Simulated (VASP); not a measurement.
# WS (Pm-3m) in VASP: a series of runs

The runs below take WS through single point, with PBE+U.

All numbers are computed with VASP 6.6.1; they aren't measurements. Logs are shortened: lines on timing, memory, paths and dates and some standing lists are left out, and cuts for length are marked.

**1. The cell of the first run**

The structure is cubic, space group Pm-3m (No. 221). The conventional cell has a = 3.240 Å, b = 3.240 Å, c = 3.240 Å, α = 90.00°, β = 90.00°, γ = 90.00°. Within 3.7 Å of W (site symmetry m-3m) lie 8 S at 2.81 Å and 6 W at 3.24 Å. Within 3.7 Å of S (site symmetry m-3m) lie 8 W at 2.81 Å and 6 S at 3.24 Å.

**2. Single point, PBE+U**

INCAR

```
SYSTEM = WS
PREC = Accurate
ENCUT = 520
EDIFF = 1E-7
ISMEAR = 0
SIGMA = 0.02
LREAL = .FALSE.
LASPH = .TRUE.
NELM = 150
ALGO = Normal
ISIF = 2
LWAVE = .FALSE.
LCHARG = .FALSE.
LMAXMIX = 4
LDAU = .TRUE.
LDAUTYPE = 2
LDAUL = 2 -1
LDAUU = 6.2 0
LDAUJ = 0 0
LDAUPRINT = 1
GGA = PE
NBANDS = 17
```

KPOINTS

```
regular mesh
0
G
  12 12 12
  0 0 0
```

POSCAR

```
WS
1.0
    3.2404427506      0.0000000000      0.0000000000
    0.0000000000      3.2404427506      0.0000000000
    0.0000000000      0.0000000000      3.2404427506
W S
1 1
Direct
    0.0000000000      0.0000000000      0.0000000000
    0.5000000000      0.5000000000      0.5000000000
```

Potentials or basis: VASP PAW PBE potentials, release 64 (W_sv, S).

Command:

```sh
$ cat potpaw_PBE.64/W_sv/POTCAR potpaw_PBE.64/S/POTCAR > POTCAR
$ mpirun -np 1 vasp_std > vasp.out
```

OUTCAR:

```text
SYSTEM = WS
   PREC = Accurate
   ENCUT = 520
   EDIFF = 1E-7
   ISMEAR = 0
   LREAL = .FALSE.
   LASPH = .TRUE.
   NELM = 150
   ISIF = 2
   GGA = PE

 ion  position               nearest neighbor table
   1  0.000  0.000  0.000-   2 2.81   2 2.81   2 2.81   2 2.81   2 2.81   2 2.81   2 2.81   2 2.81

   2  0.500  0.500  0.500-   1 2.81   1 2.81   1 2.81   1 2.81   1 2.81   1 2.81   1 2.81   1 2.81

  LATTYP: Found a simple cubic cell.
 ALAT       =     3.2404427506

  Lattice vectors:

 A1 = (   3.2404427506,   0.0000000000,   0.0000000000)
 A2 = (   0.0000000000,   3.2404427506,   0.0000000000)
 A3 = (   0.0000000000,   0.0000000000,   3.2404427506)

Analysis of symmetry for initial positions (statically):
=====================================================================
 Subroutine PRICEL returns:
 Original cell was already a primitive cell.

 Routine SETGRP: Setting up the symmetry group for a
 simple cubic supercell.

 Subroutine GETGRP returns: Found 48 space group operations
 (whereof 48 operations were pure point group operations)
 out of a pool of 48 trial point group operations.

The static configuration has the point symmetry O_h .

Analysis of symmetry for dynamics (positions and initial velocities):
=====================================================================
 Subroutine PRICEL returns:
 Original cell was already a primitive cell.

 Routine SETGRP: Setting up the symmetry group for a
 simple cubic supercell.

 Subroutine GETGRP returns: Found 48 space group operations
 (whereof 48 operations were pure point group operations)
 out of a pool of 48 trial point group operations.

The dynamic configuration has the point symmetry O_h .

 Subroutine INISYM returns: Found 48 space group operations
 (whereof 48 operations are pure point group operations),
 and found     1 'primitive' translations

----------------------------------------------------------------------------------------

                                     Primitive cell

  volume of cell :      34.0262

  direct lattice vectors                    reciprocal lattice vectors
     3.240442751  0.000000000  0.000000000     0.308599805  0.000000000  0.000000000
     0.000000000  3.240442751  0.000000000     0.000000000  0.308599805  0.000000000
     0.000000000  0.000000000  3.240442751     0.000000000  0.000000000  0.308599805

  length of vectors
     3.240442751  3.240442751  3.240442751     0.308599805  0.308599805  0.308599805

  position of ions in fractional coordinates (direct lattice)
     0.000000000  0.000000000  0.000000000
     0.500000000  0.500000000  0.500000000

  ion indices of the primitive-cell ions
   primitive index   ion index
                 1           1
                 2           2

----------------------------------------------------------------------------------------

 KPOINTS: regular mesh

Automatic generation of k-mesh.
 Grid dimensions read from file:
 generate k-points for:   12   12   12

 Generating k-lattice:

  Cartesian coordinates                     Fractional coordinates (reciprocal lattice)
     0.025716650  0.000000000  0.000000000     0.083333333  0.000000000  0.000000000
     0.000000000  0.025716650  0.000000000     0.000000000  0.083333333  0.000000000
     0.000000000  0.000000000  0.025716650     0.000000000  0.000000000  0.083333333

  Length of vectors
     0.025716650  0.025716650  0.025716650

  Shift w.r.t. Gamma in fractional coordinates (k-lattice)
     0.000000000  0.000000000  0.000000000

 Subroutine IBZKPT returns following result:
 ===========================================

 Found     84 irreducible k-points:

 Following reciprocal coordinates:
            Coordinates               Weight
  0.000000  0.000000  0.000000      1.000000
  0.083333  0.000000  0.000000      6.000000
  0.166667  0.000000  0.000000      6.000000
  0.250000  0.000000  0.000000      6.000000
  0.333333  0.000000  0.000000      6.000000
  0.416667  0.000000  0.000000      6.000000
[... 16 lines left out ...]
  0.333333  0.333333  0.000000     12.000000
  0.416667  0.333333  0.000000     24.000000
 [... further k-points ...]
   k-points           NKPTS =     84   k-points in BZ     NKDIM =     84   number of bands    NBANDS=     17
   number of dos      NEDOS =    301   number of ions     NIONS =      2
   total plane-waves  NPLWV =  13824
   dimension x,y,z NGX =    24 NGY =   24 NGZ =   24
   dimension x,y,z NGXF=    48 NGYF=   48 NGZF=   48
   ions per type =               1   1
   NGX,Y,Z   is equivalent  to a cutoff of  12.31, 12.31, 12.31 a.u.
   NGXF,Y,Z  is equivalent  to a cutoff of  24.63, 24.63, 24.63 a.u.
 SYSTEM =  WS
   PREC   = accura    normal or accurate (medium, high low for compatibility)
   ISTART =      0    job   : 0-new  1-cont  2-samecut
   ICHARG =      2    charge: 1-file 2-atom 10-const
   ISPIN  =      1    spin polarized calculation?
   LNONCOLLINEAR =      F non collinear calculations
   LSORBIT =      F    spin-orbit coupling
   LASPH  =      T    aspherical Exc in radial PAW
   ENCUT  =  520.0 eV  38.22 Ry    6.18 a.u.   6.03  6.03  6.03*2*pi/ulx,y,z
   NELM   =    150;   NELMIN=  2; NELMDL= -5     # of ELM steps
   EDIFF  = 0.1E-06   stopping-criterion for ELM
   LREAL  =      F    real-space projection
   EDIFFG = 0.1E-05   stopping-criterion for IOM
   NSW    =      0    number of steps for IOM
   IBRION =     -1    ionic relax: 0-MD 1-quasi-New 2-CG
   NFREE  =      0    steps in history (QN), initial steepest desc. (CG)
   ISIF   =      2    stress and relaxation
   ISYM   =      2    0-nonsym 1-usesym 2-fastsym
   POTIM  = 0.5000    time-step for ionic-motion
   TEBEG  =    0.0;   TEEND  =   0.0 temperature during run
   PSTRESS=    0.0 pullay stress
   NELECT =      20.0000    total number of electrons
   NUPDOWN=      -1.0000    fix difference up-down
   EMIN   =  10.00;   EMAX   =-10.00  energy-range for DOS
   EFERMI =   0.00;   METHOD = LEGACY
   ISMEAR =     0;   SIGMA  =   0.02  broadening in eV -4-tet -1-fermi 0-gaus
   EFERMI_NEDOS =   21; number of points for ismear=-14 and -15
   IALGO  =     38    algorithm
   IMIX   =      4    mixing-type and parameters
     AMIX     =   0.40;   BMIX     =  1.00
     AMIX_MAG =   1.60;   BMIX_MAG =  1.00
  volume/ion in A,a.u.               =      17.01       114.81
  Fermi-wavevector in a.u.,A,eV,Ry     =   1.371346  2.591469 25.586990  1.880591
  Thomas-Fermi vector in A             =   2.497051
   LORBIT       =      0    0 simple, 1 ext, 2 COOP (PROOUT), +10 PAW based schemes
 LDA+U is selected, type is set to LDAUTYPE =  2
   angular momentum for each species LDAUL =     2   -1
   U (eV)           for each species LDAUU =   6.2  0.0
   J (eV)           for each species LDAUJ =   0.0  0.0
   GGA     = PE    functional components
   LHFCALC =     F    Hartree Fock is set to
   AEXX    =    0.0000 exact exchange contribution
   IVDW    =     0    specifies the selected vdW correction
   LEPSILON=     F    determine dielectric tensor
   LRPA    =     F    only Hartree local field effects (RPA)
 non-spin polarized calculation
 Gauss-broadening in eV      SIGMA  =   0.02
  energy-cutoff  :      520.00
  volume of cell :       34.03
 maximum number of plane-waves:       938
   NGX = 13   NGY = 13   NGZ = 13

atom =   1  type =  1  l = 2

 onsite density matrix

spin component  1

  0.2218  0.0000  0.0000 -0.0000 -0.0000
  0.0000  0.2218 -0.0000 -0.0000 -0.0000
  0.0000 -0.0000  0.4433 -0.0000  0.0000
 -0.0000 -0.0000 -0.0000  0.2218 -0.0000
 -0.0000 -0.0000  0.0000 -0.0000  0.4433

spin component  2

  0.2218  0.0000  0.0000 -0.0000 -0.0000
  0.0000  0.2218 -0.0000 -0.0000 -0.0000
  0.0000 -0.0000  0.4433 -0.0000  0.0000
 -0.0000 -0.0000 -0.0000  0.2218 -0.0000
 -0.0000 -0.0000  0.0000 -0.0000  0.4433

 occupancies and eigenvectors

  o =  0.2218  v =  0.0000  0.9980 -0.0000 -0.0636  0.0000  0.0000  0.0000  0.0000  0.0000  0.0000      0.0000  0.0000  0.0000  0.0000  0.0000  0.0000  0.0000  0.0000  0.0000  0.0000
  o =  0.2218  v =  0.0000  0.0000  0.0000  0.0000  0.0000  0.0000  0.9980 -0.0000 -0.0636  0.0000      0.0000  0.0000  0.0000  0.0000  0.0000  0.0000  0.0000  0.0000  0.0000  0.0000
  o =  0.2218  v =  0.0000  0.0636  0.0000  0.9980 -0.0000  0.0000  0.0000  0.0000  0.0000  0.0000      0.0000  0.0000  0.0000  0.0000  0.0000  0.0000  0.0000  0.0000  0.0000  0.0000
  o =  0.2218  v =  0.0000  0.0000  0.0000  0.0000  0.0000  0.0000  0.0636  0.0000  0.9980 -0.0000      0.0000  0.0000  0.0000  0.0000  0.0000  0.0000  0.0000  0.0000  0.0000  0.0000
  o =  0.2218  v =  1.0000  0.0000  0.0000  0.0000  0.0000  0.0000  0.0000  0.0000  0.0000  0.0000      0.0000  0.0000  0.0000  0.0000  0.0000  0.0000  0.0000  0.0000  0.0000  0.0000
  o =  0.2218  v =  0.0000  0.0000  0.0000  0.0000  0.0000  1.0000  0.0000  0.0000  0.0000  0.0000      0.0000  0.0000  0.0000  0.0000  0.0000  0.0000  0.0000  0.0000  0.0000  0.0000
  o =  0.4433  v =  0.0000  0.0000  0.0000  0.0000  0.0000  0.0000  0.0000  0.0106 -0.0000 -0.9999      0.0000  0.0000  0.0000  0.0000  0.0000  0.0000  0.0000  0.0000  0.0000  0.0000
  o =  0.4433  v =  0.0000  0.0000  0.0106 -0.0000 -0.9999  0.0000  0.0000  0.0000  0.0000  0.0000      0.0000  0.0000  0.0000  0.0000  0.0000  0.0000  0.0000  0.0000  0.0000  0.0000
  o =  0.4433  v =  0.0000  0.0000  0.0000  0.0000  0.0000  0.0000  0.0000  0.9999 -0.0000  0.0106      0.0000  0.0000  0.0000  0.0000  0.0000  0.0000  0.0000  0.0000  0.0000  0.0000
  o =  0.4433  v =  0.0000  0.0000  0.9999 -0.0000  0.0106  0.0000  0.0000  0.0000  0.0000  0.0000      0.0000  0.0000  0.0000  0.0000  0.0000  0.0000  0.0000  0.0000  0.0000  0.0000

 number of electron      19.9999995 magnetization

 Free energy of the ion-electron system (eV)
  ---------------------------------------------------
  ext. energy  EPLUGINS =         0.00000000
  ---------------------------------------------------
  free energy    TOTEN  =        -9.17128059 eV

  energy without entropy =       -9.17084926  energy(sigma->0) =       -9.17106492

 E-fermi :  10.0169     XC(G=0): -12.0835

 val. band max:       10.0095162420   @ k =   0.5000   0.4167   0.0000
 cond. band min:      10.0250600524   @ k =   0.5000   0.2500   0.2500
 fundamental gap:      0.0155438104
 Fermi energy:        10.0168944463

 k-point     1 :       0.0000    0.0000    0.0000
  band No.  band energies     occupation
      1     -66.0217      2.00000
      2     -30.0261      2.00000
      3     -30.0261      2.00000
      4     -30.0261      2.00000
      5      -6.1632      2.00000
      6       6.0816      2.00000
[... 9 lines left out ...]
     16      18.4693      0.00000
     17      24.9506      0.00000

 k-point     2 :       0.0833    0.0000    0.0000
  band No.  band energies     occupation
      1     -66.0213      2.00000
      2     -30.0373      2.00000
      3     -30.0251      2.00000
      4     -30.0251      2.00000
      5      -6.0849      2.00000
      6       5.5005      2.00000
[... 9 lines left out ...]
     16      18.6589      0.00000
     17      23.1381      0.00000

 k-point     3 :       0.1667    0.0000    0.0000
  band No.  band energies     occupation
      1     -66.0202      2.00000
      2     -30.0677      2.00000
      3     -30.0225      2.00000
      4     -30.0225      2.00000
      5      -5.8591      2.00000
      6       4.3008      2.00000
[... 9 lines left out ...]
     16      19.1481      0.00000
     17      21.3912      0.00000

 k-point     4 :       0.2500    0.0000    0.0000
  band No.  band energies     occupation
      1     -66.0188      2.00000
      2     -30.1091      2.00000
      3     -30.0189      2.00000
      4     -30.0189      2.00000
      5      -5.5154      2.00000
      6       3.0437      2.00000
[... 9 lines left out ...]
     16      19.3397      0.00000
     17      19.8328      0.00000
[... 343 lines left out ...]
      1     -66.0130      2.00000
      2     -30.1805      2.00000
      3     -30.0914      2.00000
      4     -30.0049      2.00000
      5      -4.3936      2.00000
      6       1.8612      2.00000
[... 9 lines left out ...]
     16      17.9287      0.00000
     17      20.0316      0.00000

 k-point    23 :       0.3333    0.3333    0.0000
  band No.  band energies     occupation
      1     -66.0131      2.00000
      2     -30.1371      2.00000
      3     -30.1343      2.00000
      4     -30.0050      2.00000
      5      -4.5113      2.00000
      6       2.8009      2.00000
[... 9 lines left out ...]
     16      19.4060      0.00000
     17      19.9225      0.00000

 k-point    24 :       0.4167    0.3333    0.0000
  band No.  band energies     occupation
      1     -66.0120      2.00000
      2     -30.1647      2.00000
      3     -30.1322      2.00000
      4     -30.0024      2.00000
      5      -4.3383      2.00000
      6       2.6424      2.00000
[... 9 lines left out ...]
     16      19.4245      0.00000
     17      19.9187      0.00000

 [... further k-points ...]

------------------------ aborting loop because EDIFF is reached ----------------------------------------

  FORCE on cell =-STRESS in cart. coord.  units (eV):
  Direction    XX          YY          ZZ          XY          YZ          ZX
  --------------------------------------------------------------------------------------
  -------------------------------------------------------------------------------------
  Total       -5.2717622     -5.2717622     -5.2717622     -0.0000000     -0.0000000      0.0000000
  in kB     -248.2294656   -248.2294656   -248.2294656     -0.0000000     -0.0000000      0.0000000
  external PRESSURE =    -248.2294656 kB  Pullay stress =       0.0000000 kB

 VOLUME and BASIS-vectors are now :
 -----------------------------------------------------------------------------
  energy-cutoff  :      520.00
  volume of cell :       34.03
      direct lattice vectors                 reciprocal lattice vectors
     3.240442751  0.000000000  0.000000000     0.308599805  0.000000000  0.000000000
     0.000000000  3.240442751  0.000000000     0.000000000  0.308599805  0.000000000
     0.000000000  0.000000000  3.240442751     0.000000000  0.000000000  0.308599805

 POSITION                                       TOTAL-FORCE (eV/Angst)
 -----------------------------------------------------------------------------------
      0.00000      0.00000      0.00000         0.000000      0.000000      0.000000
      1.62022      1.62022      1.62022         0.000000      0.000000      0.000000
 -----------------------------------------------------------------------------------
    total drift:                                0.000000      0.000000     -0.000000

  FREE ENERGIE OF THE ION-ELECTRON SYSTEM (eV)
  ---------------------------------------------------
  free  energy   TOTEN  =        -9.1712805896 eV

  energy  without entropy=       -9.1708492588  energy(sigma->0) =       -9.17106492
```

Run time: 15 s. Hardware: 1 thread of Intel Xeon 6975P-C (Granite Rapids), shared host; peak memory 0.17 GiB.

Results:

| Item | Value |
| --- | --- |
| Free energy | -9.1713 eV |
| Pressure | -24.8 GPa |
| Band gap on the k mesh | zero (band 10 reaches 11.68 eV, above the bottom of band 11 at 9.19 eV) |

Eigenvalues of the final occupation matrices:
```csv
site,spin,trace,eigenvalues
site 1 d,1,1.55,0.22 0.22 0.22 0.44 0.44
site 1 d,2,1.55,0.22 0.22 0.22 0.44 0.44
```

Caveat: spin-orbit coupling is left out, which moves the levels of the heavy elements; U without spin polarisation on a metal has little footing.

**3. Single point, PBE+U**

This run uses another cell than the first one, of 20.08 Å³/atom, 1.180 times its volume.

INCAR

```
ALGO = Normal
EDIFF = 1E-6
ENCUT = 520
GGA = PE
ISIF = 2
ISMEAR = 0
LASPH = T
LCHARG = T
LDAU = T
LDAUJ = 0 0
LDAUL = 2 -1
LDAUPRINT = 1
LDAUTYPE = 2
LDAUU = 6.2 0
LELF = T
LMAXMIX = 4
LREAL = F
LVHAR = T
LWAVE = F
NBANDS = 17
NELM = 150
PREC = Accurate
SIGMA = 0.02
```

KPOINTS

```
k-points
0
Gamma
  12 12 12
```

POSCAR

```
WS
1.0
    3.4242465133      0.0000000000      0.0000000000
    0.0000000000      3.4242465133      0.0000000000
    0.0000000000      0.0000000000      3.4242465133
W S
1 1
Direct
    0.0000000000      0.0000000000      0.0000000000
    0.5000000000      0.5000000000      0.5000000000
```

Potentials or basis: VASP PAW PBE potentials, release 64 (W_sv, S).

Command:

```sh
$ cat potpaw_PBE.64/W_sv/POTCAR potpaw_PBE.64/S/POTCAR > POTCAR
$ mpirun -np 1 vasp_std > vasp.out
```

Run time: 49 s. Hardware: 1 thread of Intel Xeon 6975P-C (Granite Rapids), shared host; peak memory 0.19 GiB.

The run converged. Its results:

- Free energy: -8.3664 eV
- Pressure: -18.1 GPa
- Band gap on the k mesh: zero (band 10 reaches 8.16 eV, above the bottom of band 11 at 6.63 eV)

Levels at points of the mesh, in eV from the Fermi level:
| k point | band 6 | band 7 | band 8 | band 9 | band 10 | band 11 | band 12 | band 13 | band 14 | band 15 |
| --- | --- | --- | --- | --- | --- | --- | --- | --- | --- | --- |
| (0.00, 0.00, 0.00) | -3.97 | -3.97 | -2.77 | -2.77 | -2.77 | -1.38 | 2.07 | 2.07 | 2.07 | 7.77 |
| (0.50, 0.00, 0.00) | -8.01 | -3.43 | -3.18 | -3.18 | -0.22 | 2.44 | 3.00 | 3.37 | 3.37 | 4.50 |
| (0.50, 0.50, 0.00) | -5.65 | -5.65 | -4.05 | -1.83 | 0.08 | 0.60 | 0.60 | 0.66 | 1.60 | 7.40 |
| (0.50, 0.50, 0.50) | -5.91 | -5.91 | -5.91 | 0.15 | 0.15 | 1.70 | 1.70 | 1.70 | 3.99 | 3.99 |

Eigenvalues of the final occupation matrices:
```
    site  spin  trace               eigenvalues
site 1 d     1   1.59  0.08 0.08 0.08 0.68 0.68
site 1 d     2   1.59  0.08 0.08 0.08 0.68 0.68
```

Caveat: spin-orbit coupling is left out, which moves the levels of the heavy elements; U without spin polarisation on a metal has little footing.

**4. Single point, PBE+U**

INCAR

```
PREC = Accurate ; ENCUT = 520
EDIFF = 1E-6 ; ISMEAR = 0
SIGMA = 0.1 ; LREAL = False
LASPH = True ; NELM = 150
ALGO = Normal ; ISIF = 2
LWAVE = False ; LCHARG = False
LMAXMIX = 4 ; LDAU = True
LDAUTYPE = 2 ; LDAUL = 2 -1
LDAUU = 6.2 0 ; LDAUJ = 0 0
LDAUPRINT = 1 ; GGA = PE
NBANDS = 17
```

KPOINTS

```
regular mesh
0
Gamma
  14 14 14
```

POSCAR

```
WS
1.0
    3.2404427506      0.0000000000      0.0000000000
    0.0000000000      3.2404427506      0.0000000000
    0.0000000000      0.0000000000      3.2404427506
W S
1 1
Direct
    0.0000000000      0.0000000000      0.0000000000
    0.5000000000      0.5000000000      0.5000000000
```

Command:

```sh
$ cat potpaw_PBE.64/W_sv/POTCAR potpaw_PBE.64/S/POTCAR > POTCAR
$ mpirun -np 1 vasp_std > vasp.out
```

Run time: 16 s. Hardware: 1 thread of Intel Xeon 6975P-C (Granite Rapids), shared host; peak memory 0.18 GiB.

The run converged. Its results:

* Free energy: -9.1756 eV
* Pressure: -24.7 GPa
* Band gap on the k mesh: zero (band 10 reaches 11.68 eV, above the bottom of band 11 at 9.44 eV)

Levels at points of the mesh, in eV from the Fermi level:
| k point | band 7 | band 8 | band 9 | band 10 | band 11 | band 12 | band 13 | band 14 |
| --- | --- | --- | --- | --- | --- | --- | --- | --- |
| (0.00, 0.00, 0.00) | -3.98 | -3.08 | -3.08 | -3.08 | -0.48 | 1.24 | 1.24 | 1.24 |
| (0.50, 0.00, 0.00) | -3.97 | -3.97 | -3.12 | 1.14 | 1.69 | 3.33 | 3.33 | 3.72 |
| (0.50, 0.50, 0.00) | -6.52 | -4.25 | -1.96 | -0.49 | -0.49 | 0.11 | 1.70 | 2.87 |
| (0.50, 0.50, 0.50) | -7.24 | -7.24 | 1.61 | 1.61 | 1.61 | 1.82 | 1.82 | 4.10 |

Eigenvalues of the final occupation matrices:
| site | spin | trace | eigenvalues |
| --- | --- | --- | --- |
| site 1 d | 1 | 1.55 | 0.22 0.22 0.22 0.44 0.44 |
| site 1 d | 2 | 1.55 | 0.22 0.22 0.22 0.44 0.44 |

Caveat: spin-orbit coupling is left out, which moves the levels of the heavy elements; U without spin polarisation on a metal has little footing.

**5. Summary**

```csv
cell,k mesh,smearing,gap on the mesh (eV),pressure (GPa)
"a = 3.240 Å, 2 atoms",12 × 12 × 12,gaussian 0.02 eV,none,-24.8
"a = 3.424 Å, 2 atoms",12 × 12 × 12,gaussian 0.02 eV,none,-18.1
"a = 3.240 Å, 2 atoms",14 × 14 × 14,gaussian 0.1 eV,none,-24.7
```

Alike in all rows: task single point; level PBE+U; potentials or basis VASP PAW PBE potentials, release 64 (W_sv, S); no spin polarisation; W d U = 6.2 eV; cutoff (eV) 520.

Caveats: spin-orbit coupling is left out, which moves the levels of the heavy elements; U without spin polarisation on a metal has little footing.

Absolute energies hang on the potentials; compare differences alone.
